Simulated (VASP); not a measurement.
MgCd3O4, 8 atoms in the cell. It takes space group P4/mmm (No. 123, tetragonal). The conventional cell has a = 3.309 Å, b = 3.309 Å, c = 9.329 Å, α = 90.00°, β = 90.00°, γ = 90.00°. Within 2.9 Å of Mg (site symmetry 4/mmm) lie 6 O at 2.16 to 2.34 Å. Within 3.1 Å of Cd (site symmetry 4/mmm) lie 6 O at 2.34 to 2.50 Å. Within 3.0 Å of Cd (site symmetry 4mm) lie 6 O at 2.27 to 2.39 Å. Within 2.9 Å of O (site symmetry 4mm) lie 1 Mg at 2.16 Å and 5 Cd at 2.34 to 2.50 Å. Within 3.0 Å of O (site symmetry 4/mmm) lie 2 Cd at 2.27 Å and 4 Mg at 2.34 Å. O (site symmetry 4/mmm) has 6 Cd at 2.34 to 2.39 Å within 3.1 Å. 

- Program: VASP 6.6.1
- Task: single point
- Functional: PBE
- Potentials or basis: VASP PAW PBE potentials, release 64 (Mg, Cd, O)
- Cutoff: 520 eV
- k mesh: 6 × 6 × 2
- Occupations: gaussian, width 0.1 eV
- Spin: no spin polarisation
- Dipole correction: no
- Further INCAR settings: ALGO = Normal; EDIFF = 1e-07; NBANDS = 41

Potentials or basis: VASP PAW PBE potentials, release 64 (Mg, Cd, O).

Run with:

```console
$ cat potpaw_PBE.64/Mg/POTCAR potpaw_PBE.64/Cd/POTCAR potpaw_PBE.64/O/POTCAR > POTCAR
$ mpirun -np 1 vasp_std > vasp.out
```

Hardware: 1 thread of Intel(R) Xeon(R) 6975P-C (Granite Rapids), with other jobs on the host.

Task: Estimate the wall time of this run.

Result: Run time: 40 s on 1 thread of Intel(R) Xeon(R) 6975P-C (Granite Rapids), on a shared host, peak memory 0.25 GiB. Counts: scf iterations 16, k points 20.
